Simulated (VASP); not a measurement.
Here is a VASP 6.6.1 calculation.

File INCAR:

```
PREC = Accurate ; ENCUT = 600
EDIFF = 1E-7 ; ISMEAR = 0
SIGMA = 0.1 ; LREAL = F
LASPH = T ; NELM = 80
ALGO = Normal ; ISIF = 3
LWAVE = F ; LCHARG = F
GGA = PE ; IBRION = 2
NSW = 90 ; EDIFFG = -0.04
```

Contents of KPOINTS:

```
Automatic mesh
0
Gamma
  8 8 6
```

The input POSCAR:

```
Pt
1.0
    1.1906203409     -2.2228973117      0.0000000000
    1.1906203409      2.2228973117      0.0000000000
    0.0000000000      0.0000000000      3.4713738841
Pt
1
Direct
    0.0000000000      0.0000000000      0.0000000000
```

Potentials or basis: VASP PAW PBE potentials, release 64 (Pt).

Run with:

```sh
$ cat potpaw_PBE.64/Pt/POTCAR > POTCAR
$ mpirun -np 1 vasp_std > vasp.out
```

(1) What does it give for the space group after relaxing (to 0.1 Å)?

(2) Estimate the band gap on the k mesh.

(3) What does it give for the relaxed cell?

## Answers

(1) P6/mmm (No. 191).

(2) zero (bands 5 and 6 overlap by 2.52 eV).

(3) a = 2.672 Å, b = 2.672 Å, c = 2.729 Å, α = 90.00°, β = 90.00°, γ = 119.98°.

Caveat: the k points lie up to 0.38 Å⁻¹ apart in the final cell, too coarse for converged energies and pressures of a metal; a cell axis changed by over 15 % at a fixed basis, so the end point is rough; spin-orbit coupling is left out, which moves the levels of the heavy elements.
